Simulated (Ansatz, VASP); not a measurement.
## Two plane-wave programs on Mo

POSCAR

```
Mo
1.0
   -1.5467417963      1.5467417963      1.5467417963
    1.5467417963     -1.5467417963      1.5467417963
    1.5467417963      1.5467417963     -1.5467417963
Mo
1
Direct
    0.0000000000      0.0000000000      0.0000000000
```

Contents of INCAR.step1:

```
ALGO     = Normal         # electronic algorithm
EDIFF    = 1E-4           # SCF threshold, eV
ENCUT    = 520            # plane-wave cutoff, eV
GGA      = PE             # functional
ISMEAR   = -1             # smearing method
LASPH    = True           # aspherical terms in the spheres
LCHARG   = False          # write CHGCAR
LREAL    = False          # projectors in reciprocal space
LWAVE    = True           # write WAVECAR
NBANDS   = 13             # bands
NELM     = 60             # most SCF steps
PREC     = Accurate       # precision mode
SIGMA    = 0.1            # smearing width, eV
```

Contents of INCAR.step2:

```
ALGO     = Normal         # electronic algorithm
EDIFF    = 1E-6           # SCF threshold, eV
ENCUT    = 520            # plane-wave cutoff, eV
ISIF     = 2              # what is computed and relaxed
ISMEAR   = -1             # smearing method
ISTART   = 1            
LASPH    = True           # aspherical terms in the spheres
LCHARG   = False          # write CHGCAR
LMIXTAU  = True         
LREAL    = False          # projectors in reciprocal space
LWAVE    = False          # write WAVECAR
METAGGA  = R2SCAN         # meta-GGA
NBANDS   = 13             # bands
NELM     = 60             # most SCF steps
PREC     = Accurate       # precision mode
SIGMA    = 0.1            # smearing width, eV
```

The input KPOINTS:

```
k-points
0
Gamma
  15 15 15
```

Input for Ansatz:

```yaml
crystal:
  lattice:
    - [-1.5467417962718055, 1.5467417962718055, 1.5467417962718055]
    - [1.5467417962718055, -1.5467417962718055, 1.5467417962718055]
    - [1.5467417962718055, 1.5467417962718055, -1.5467417962718055]
  atoms:
    - { symbol: Mo, position: [0.0, 0.0, 0.0] }
basis:
  ecutwfc: 612.25619053473
kpoints:
  mp_grid:
    grid: [15, 15, 15]
hamiltonian:
  xc: r2scan
scf:
  convergence:
    dr2_threshold: 1.0e-09
  occupations:
    method: fermi_dirac
    width: 0.1
output:
  stress: true
```

Alike in both runs: task single point; functional r2SCAN; k mesh 15 × 15 × 15; occupations fermi-dirac, width 0.1 eV; no spin polarisation.

|  | VASP | Ansatz |
| --- | --- | --- |
| version | VASP 6.6.1 | Ansatz 0.2.0 |
| potentials or method | VASP PAW PBE potentials, release 64 (Mo_sv), cutoff 520 eV | plane waves, PAW |
| valence electrons in the cell | 14 | 14 |

VASP gave:

```
pressure (GPa) : 18.5
```

Question: What did Ansatz give for the same quantities?

Answer: Pressure (GPa): 17.1.

VASP's potentials were made for PBE, not for r2SCAN. Ansatz's warnings: stress scf threshold loose.
